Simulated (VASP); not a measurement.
BP: single point with LDA

Crystal: BP.

```
CELL_PARAMETERS angstrom
2.23416 2.23416 0.00000
-2.23416 2.23416 0.00000
0.00000 2.23416 2.25057
ATOMIC_POSITIONS crystal
B 0.00000 0.00000 0.00000
P 0.75000 0.25000 0.50000
```

This cell differs from its parent crystal: film at in-plane strain -0.005.

* Program: VASP 6.6.1
* Task: single point
* Functional: LDA
* Potentials or basis: VASP PAW LDA potentials, release 64 (B, P)
* Cutoff: 520 eV
* k mesh: 8 × 8 × 8
* Occupations: gaussian, width 0.01 eV
* Spin: no spin polarisation

* Pressure: 1.2 GPa
* Band gap on the k mesh: 1.12 eV, indirect (least direct gap 3.40 eV)

Stress tensor (GPa, compression positive):
```
 1.92  0.00  0.00
 0.00  1.92  0.00
 0.00  0.00 -0.12
```

Levels at points of the mesh, in eV from the valence-band top:
```
           k point  band 1  band 2  band 3  band 4  band 5  band 6  band 7  band 8
(0.00, 0.00, 0.00)  -15.76   -0.07    0.00    0.00    3.40    3.40    3.44    7.95
(0.50, 0.00, 0.00)  -12.28   -9.32   -1.87   -1.77    3.98    4.66    4.72   10.04
(0.50, 0.50, 0.00)  -10.70   -8.69   -4.30   -4.29    1.18    1.46   12.26   12.42
(0.00, 0.00, 0.50)  -10.78   -8.76   -4.22   -4.22    1.26    1.57   12.35   12.35
```

Wall time 8.5 s on 1 thread of AMD EPYC 7R13 Processor (Zen 3) (shared host), peak memory 0.1 GiB.

Caveat: the cell differs from its parent crystal (film at in-plane strain -0.005). A k mesh can miss the band edges.
